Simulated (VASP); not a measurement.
# Mg31S32 (a cell with a defect) in VASP: a series of runs

The runs below take Mg31S32 (a cell with a defect) through single point, with PBEsol.

All numbers are computed with VASP 6.6.1; they aren't measurements. Logs are shortened: lines on timing, memory, paths and dates and some standing lists are left out, and cuts for length are marked.

## 1. The cell of the first run

The cell holds a defect, 63 atoms: a = 10.364 Å, b = 10.364 Å, c = 10.364 Å, α = 90.00°, β = 90.00°, γ = 90.00°.

## 2. Single point, PBEsol, collinear spin

File INCAR:

```
ALGO = Normal ; EDIFF = 1E-6
ENCUT = 400 ; GGA = PS
GGA_COMPAT = False ; ISIF = 2
ISMEAR = -1 ; ISPIN = 2
ISYM = -1 ; LASPH = True
LCHARG = False ; LORBIT = 11
LREAL = Auto ; LWAVE = False
MAGMOM = 0 0 0 0.167 0 0 0 0.167 0 0 0 0 0 0.167 0 0.167 0 0 0 0 0 0 0.167 0.167 0 0 0 0 0 0 0 0 0 0 0 0 0 0 0 0 0 0 0 0 0 0 0 0 0 0 0 0 0 0 0 0 0 0 0 0 0 0 0 ; NBANDS = 168
NELECT = 255.0 ; NELM = 200
PREC = Accurate ; SIGMA = 0.05
```

File KPOINTS:

```
explicit points
1
Reciprocal
  0.25000000   0.25000000   0.25000000 1
```

File POSCAR:

```
Mg31S32
1.0
   10.3639610000      0.0000000000      0.0000000000
    0.0000000000     10.3639610000      0.0000000000
    0.0000000000      0.0000000000     10.3639610000
S Mg
32 31
Direct
    0.2492180000      0.0004080000      0.0002600000
    0.2477510000      0.0000050000      0.5002180000
    0.2476550000      0.5001860000      0.0001710000
    0.2416000000      0.5001960000      0.5003240000
    0.7512190000      0.0002070000      0.0001360000
    0.7527040000      0.0002280000      0.5000640000
    0.7526700000      0.5003000000      0.0002240000
    0.7590020000      0.5001540000      0.5001310000
    0.0002530000      0.2492830000      0.0003470000
    0.0001800000      0.2474950000      0.5003500000
    0.0001310000      0.7512070000      0.0001290000
    0.0005250000      0.7525280000      0.5002210000
    0.5003100000      0.2477510000      0.0001020000
    0.5004210000      0.2415850000      0.5003020000
    0.5001970000      0.7527330000      0.0003460000
    0.5001300000      0.7588540000      0.5000200000
    0.0003610000      0.0003720000      0.2492050000
    0.0002170000      0.0000980000      0.7511750000
    0.0002620000      0.5002480000      0.2477860000
    0.0003200000      0.5002280000      0.7527840000
    0.5002740000      0.0000420000      0.2477010000
    0.5002160000      0.0003310000      0.7526100000
    0.5004440000      0.5002860000      0.2414910000
    0.5001810000      0.5001830000      0.7589450000
    0.2496140000      0.2494940000      0.2495340000
    0.2493780000      0.2493740000      0.7510050000
    0.2493700000      0.7510580000      0.2493290000
    0.2495460000      0.7511010000      0.7511010000
    0.7511360000      0.2493400000      0.2493380000
    0.7511950000      0.2494940000      0.7510970000
    0.7512860000      0.7510720000      0.2494710000
    0.7508660000      0.7509680000      0.7508190000
    0.0002050000      0.0002480000      0.0000830000
    0.0002710000      0.0000790000      0.5001470000
    0.0001760000      0.5003010000      0.0003360000
    0.0001470000      0.4998050000      0.5001400000
    0.5002440000      0.0001210000      0.0000880000
    0.5001190000      0.0002070000      0.5002810000
    0.5001030000      0.5003000000      0.0003660000
    0.2510310000      0.2510630000      0.0001530000
    0.2551410000      0.2548550000      0.5003840000
    0.2510240000      0.7493860000      0.0002340000
    0.2551050000      0.7452350000      0.5002100000
    0.7495140000      0.2512430000      0.0001590000
    0.7454160000      0.2551770000      0.5002160000
    0.7494340000      0.7493960000      0.0002840000
    0.7454300000      0.7454490000      0.4999760000
    0.2510600000      0.0001450000      0.2510120000
    0.2510960000      0.0002340000      0.7494090000
    0.2552140000      0.5004670000      0.2550190000
    0.2550720000      0.5002300000      0.7454600000
    0.7495390000      0.0003080000      0.2509480000
    0.7494770000      0.0003330000      0.7492800000
    0.7455690000      0.5002150000      0.2552090000
    0.7454110000      0.5000490000      0.7451710000
    0.0002470000      0.2510980000      0.2512330000
    0.0003290000      0.2509990000      0.7495570000
    0.0002970000      0.7494240000      0.2510590000
    0.0002780000      0.7493590000      0.7493610000
    0.5004950000      0.2551360000      0.2551680000
    0.5002810000      0.2550950000      0.7451990000
    0.5002600000      0.7451240000      0.2550420000
    0.4999950000      0.7456450000      0.7455040000
```

Potentials or basis: VASP PAW PBE potentials, release 64 (S, Mg).

The run is started by

```sh
$ cat potpaw_PBE.64/S/POTCAR potpaw_PBE.64/Mg/POTCAR > POTCAR
$ mpirun -np 1 vasp_std > vasp.out
```

OUTCAR:

```text
EDIFF = 1E-6
   ENCUT = 400
   GGA = PS
   ISIF = 2
   ISMEAR = -1
   ISPIN = 2
   ISYM = -1
   LASPH = True
   LORBIT = 11
   LREAL = Auto
   NELECT = 255.0
   NELM = 200
   PREC = Accurate

 ion  position               nearest neighbor table
   1  0.249  0.000  0.000-  33 2.58  40 2.60  48 2.60  49 2.60  37 2.60  42 2.60
   2  0.248  0.000  0.500-  34 2.56  49 2.58  48 2.58  38 2.62  43 2.64  41 2.64
   3  0.248  0.500  0.000-  35 2.56  40 2.58  42 2.58  39 2.62  51 2.64  50 2.64
   4  0.242  0.500  0.500-  36 2.50  43 2.54  51 2.54  50 2.55  41 2.55
   5  0.751  0.000  0.000-  33 2.58  46 2.60  52 2.60  53 2.60  37 2.60  44 2.60
   6  0.753  0.000  0.500-  34 2.57  52 2.58  53 2.58  38 2.62  47 2.64  45 2.64
   7  0.753  0.500  0.000-  35 2.57  44 2.58  46 2.58  39 2.62  54 2.64  55 2.64
   8  0.759  0.500  0.500-  36 2.50  54 2.54  45 2.54  55 2.54  47 2.55
   9  0.000  0.249  0.000-  33 2.58  44 2.60  40 2.60  57 2.60  56 2.60  35 2.60
  10  0.000  0.247  0.500-  34 2.56  56 2.58  57 2.58  36 2.61  45 2.64  41 2.64
  11  0.000  0.751  0.000-  33 2.58  46 2.60  59 2.60  42 2.60  35 2.60  58 2.60
  12  0.001  0.753  0.500-  34 2.57  59 2.58  58 2.58  36 2.62  43 2.64  47 2.64
  13  0.500  0.248  0.000-  37 2.57  44 2.58  40 2.58  39 2.62  61 2.64  60 2.64
  14  0.500  0.242  0.500-  38 2.50  61 2.54  45 2.54  60 2.54  41 2.55
  15  0.500  0.753  0.000-  37 2.56  42 2.58  46 2.58  39 2.62  62 2.64  63 2.64
  16  0.500  0.759  0.500-  38 2.50  62 2.54  43 2.54  47 2.55  63 2.55
  17  0.000  0.000  0.249-  33 2.58  48 2.60  56 2.60  52 2.60  34 2.60  58 2.60
[... 47 lines left out ...]
  55  0.745  0.500  0.745-   8 2.54  24 2.55  30 2.60  32 2.60  20 2.64   7 2.64  45 3.59  61 3.59
                            47 3.60  63 3.60
  56  0.000  0.251  0.251-  29 2.58  10 2.58  19 2.58  25 2.58  17 2.60   9 2.60  36 3.65
  57  0.000  0.251  0.750-  26 2.58  30 2.58  10 2.58  20 2.58   9 2.60  18 2.60  36 3.65
  58  0.000  0.749  0.251-  31 2.58  27 2.58  12 2.58  19 2.58  11 2.60  17 2.60  36 3.65
  59  0.000  0.749  0.749-  20 2.58  12 2.58  28 2.58  32 2.58  18 2.60  11 2.60  36 3.66
  60  0.500  0.255  0.255-  14 2.54  23 2.54  29 2.60  25 2.60  13 2.64  21 2.64  45 3.59  54 3.59
                            41 3.60  50 3.60
  61  0.500  0.255  0.745-  14 2.54  24 2.54  26 2.60  30 2.60  22 2.64  13 2.64  41 3.59  55 3.59
                            45 3.59  51 3.59
  62  0.500  0.745  0.255-  23 2.54  16 2.54  27 2.60  31 2.60  15 2.64  21 2.64  50 3.59  47 3.59
                            54 3.59  43 3.59
  63  0.500  0.746  0.746-  24 2.55  16 2.55  28 2.60  32 2.60  22 2.64  15 2.64  43 3.59  51 3.59
                            47 3.60  55 3.60

IMPORTANT INFORMATION: All symmetrisations will be switched off!
NOSYMM: (Re-)initialisation of all symmetry stuff for point group C_1.

----------------------------------------------------------------------------------------

                                     Primitive cell

  volume of cell :    1113.2105

  direct lattice vectors                    reciprocal lattice vectors
    10.363961000  0.000000000  0.000000000     0.096488206  0.000000000  0.000000000
     0.000000000 10.363961000  0.000000000     0.000000000  0.096488206  0.000000000
     0.000000000  0.000000000 10.363961000     0.000000000  0.000000000  0.096488206

  length of vectors
    10.363961000 10.363961000 10.363961000     0.096488206  0.096488206  0.096488206

  position of ions in fractional coordinates (direct lattice)
     0.249218000  0.000408000  0.000260000
     0.247751000  0.000005000  0.500218000
     0.247655000  0.500186000  0.000171000
     0.241600000  0.500196000  0.500324000
     0.751219000  0.000207000  0.000136000
     0.752704000  0.000228000  0.500064000
[... 55 lines left out ...]
     0.500260000  0.745124000  0.255042000
     0.499995000  0.745645000  0.745504000

  ion indices of the primitive-cell ions
   primitive index   ion index
                 1           1
                 2           2
                 3           3
[... 46 lines left out ...]
  ---------------------------------------------------
  free energy    TOTEN  =      -279.65830582 eV

  energy without entropy =     -279.53002976  energy(sigma->0) =     -279.59416779

 E-fermi :   3.6644     XC(G=0):  -9.8329

 val. band max:        3.6040200713   @ k =   0.2500   0.2500   0.2500
 cond. band min:       6.9272782887   @ k =   0.2500   0.2500   0.2500
 fundamental gap:      3.3232582174
 Fermi energy:         3.6644366470

 spin component 1

 k-point     1 :       0.2500    0.2500    0.2500
  band No.  band energies     occupation
      1      -8.9772      1.00000
      2      -8.6018      1.00000
      3      -8.6012      1.00000
      4      -8.5554      1.00000
      5      -8.2702      1.00000
      6      -8.2698      1.00000
[... 131 lines left out ...]
    138       8.2830      0.00000
    139       8.2836      0.00000
 Fermi energy:         3.6644366470

 spin component 2

 k-point     1 :       0.2500    0.2500    0.2500
  band No.  band energies     occupation
      1      -8.9772      1.00000
      2      -8.6018      1.00000
      3      -8.6012      1.00000
      4      -8.5554      1.00000
      5      -8.2702      1.00000
      6      -8.2698      1.00000
[... 131 lines left out ...]
    138       8.2830      0.00000
    139       8.2836      0.00000
 [bands above 139 left out]

------------------------ aborting loop because EDIFF is reached ----------------------------------------

  FORCE on cell =-STRESS in cart. coord.  units (eV):
  Direction    XX          YY          ZZ          XY          YZ          ZX
  --------------------------------------------------------------------------------------
  -------------------------------------------------------------------------------------
  Total        7.0676305      7.0670344      7.0826448     -1.1973099     -1.1937685     -1.2106490
  in kB       10.1720177     10.1711598     10.1936269     -1.7232165     -1.7181196     -1.7424147
  external PRESSURE =      10.1789348 kB  Pullay stress =       0.0000000 kB

 VOLUME and BASIS-vectors are now :
 -----------------------------------------------------------------------------
  energy-cutoff  :      400.00
  volume of cell :     1113.21
      direct lattice vectors                 reciprocal lattice vectors
    10.363961000  0.000000000  0.000000000     0.096488206  0.000000000  0.000000000
     0.000000000 10.363961000  0.000000000     0.000000000  0.096488206  0.000000000
     0.000000000  0.000000000 10.363961000     0.000000000  0.000000000  0.096488206

 POSITION                                       TOTAL-FORCE (eV/Angst)
 -----------------------------------------------------------------------------------
      2.58289      0.00423      0.00269         0.004323     -0.007081     -0.001234
      2.56768      0.00005      5.18424        -0.000882      0.005816      0.000020
      2.56669      5.18391      0.00177         0.001552      0.002762      0.001530
      2.50393      5.18401      5.18534        -0.000733     -0.001745     -0.000017
      7.78560      0.00215      0.00141        -0.002599     -0.000501     -0.002921
      7.80099      0.00236      5.18264         0.004476      0.001860      0.006543
[... 55 lines left out ...]
      5.18468      7.72244      2.64325         0.003019      0.021654     -0.008699
      5.18193      7.72784      7.72637        -0.003041     -0.000817      0.004094
 -----------------------------------------------------------------------------------
    total drift:                               -0.003300     -0.005371     -0.005982

  FREE ENERGIE OF THE ION-ELECTRON SYSTEM (eV)
  ---------------------------------------------------
  free  energy   TOTEN  =      -279.6583058190 eV

  energy  without entropy=     -279.5300297551  energy(sigma->0) =     -279.59416779

 total charge

# of ion       s       p       d       tot
------------------------------------------
    1        1.310   2.483   0.000   3.793
    2        1.312   2.476   0.000   3.787
    3        1.312   2.476   0.000   3.787
    4        1.312   2.472   0.000   3.784
    5        1.310   2.482   0.000   3.793
    6        1.312   2.476   0.000   3.787
[... 55 lines left out ...]
   62        0.140   0.131   0.041   0.312
   63        0.139   0.131   0.041   0.312
--------------------------------------------------
tot         46.328  83.444   1.294 131.065

 magnetization (x)

# of ion       s       p       d       tot
------------------------------------------
    1       -0.000  -0.000   0.000  -0.000
    2       -0.000  -0.000   0.000  -0.000
    3       -0.000  -0.000   0.000  -0.000
    4       -0.000  -0.000   0.000  -0.000
    5       -0.000  -0.000   0.000  -0.000
    6       -0.000  -0.000   0.000  -0.000
[... 55 lines left out ...]
   62        0.000   0.000   0.000   0.000
   63        0.000   0.000   0.000   0.000
--------------------------------------------------
tot         -0.000  -0.000   0.000  -0.000
```

It took 11 min on 1 thread of Intel Xeon Platinum 8259CL at 2.50GHz (Skylake/Cascade Lake), shared host; peak memory 1 GiB.

What came out:

```
Free energy                                           : -279.6583 eV
Largest force                                         : 0.024 eV/Å
Net moment                                            : 0.00 μB per cell
Valence electrons inside the program's atomic spheres : S 3.79, 3.78 (each value once); Mg 0.32, 0.33, 0.31 (each value once)
```

Forces on the atoms (eV/Å):
```
S    0.004 -0.007 -0.001
S   -0.001  0.006  0.000
S    0.002  0.003  0.002
S   -0.001 -0.002  0.000
S   -0.003 -0.001 -0.003
S    0.004  0.002  0.007
S    0.005  0.000  0.003
S   -0.007 -0.001 -0.002
S    0.003  0.002  0.000
S    0.001  0.005 -0.003
S    0.004 -0.001  0.002
S   -0.009  0.006  0.001
S   -0.003 -0.003  0.002
S   -0.003 -0.001 -0.001
S    0.001  0.002 -0.002
S    0.001 -0.004  0.007
S    0.000 -0.005  0.002
S   -0.001  0.002 -0.004
S    0.000 -0.003 -0.003
S    0.000 -0.002 -0.002
S    0.000  0.006 -0.002
S    0.003  0.000  0.005
S   -0.002 -0.001  0.009
S   -0.004  0.001 -0.002
S    0.005  0.008  0.006
S    0.007  0.003 -0.008
S    0.006 -0.012  0.004
S    0.004 -0.005 -0.003
S   -0.011  0.010  0.007
S   -0.007  0.005 -0.009
S   -0.011 -0.004  0.005
S   -0.002 -0.005 -0.002
Mg   0.000 -0.001  0.005
Mg  -0.003 -0.003  0.001
Mg  -0.002 -0.003 -0.005
Mg   0.011  0.011  0.005
Mg  -0.002  0.007  0.007
Mg   0.005 -0.001 -0.008
Mg   0.005 -0.005 -0.013
Mg   0.009  0.004 -0.005
Mg  -0.011 -0.005  0.007
Mg   0.003 -0.001 -0.001
Mg  -0.008  0.010  0.001
Mg  -0.009  0.000  0.002
Mg   0.012 -0.016  0.000
Mg  -0.007 -0.004  0.005
Mg   0.010  0.009 -0.005
Mg   0.009 -0.005  0.005
Mg   0.001  0.000 -0.004
Mg  -0.013  0.003 -0.006
Mg  -0.007  0.000  0.005
Mg  -0.010 -0.004  0.005
Mg  -0.006  0.005 -0.005
Mg   0.008  0.001 -0.018
Mg   0.008 -0.004  0.019
Mg  -0.005  0.004  0.001
Mg  -0.002  0.006 -0.007
Mg   0.000 -0.003  0.004
Mg   0.007 -0.006 -0.006
Mg   0.007 -0.017 -0.016
Mg   0.000 -0.006  0.019
Mg   0.003  0.022 -0.009
Mg  -0.003 -0.001  0.004
```

Caveat: the cell carries a net charge on a neutralising background, which shifts energy and pressure; the cell is charged against a uniform background, so pressure and absolute levels hang on convention; the PAW data sets were made with another functional, which shifts forces and pressure a little.

[end of part 1 of 2]
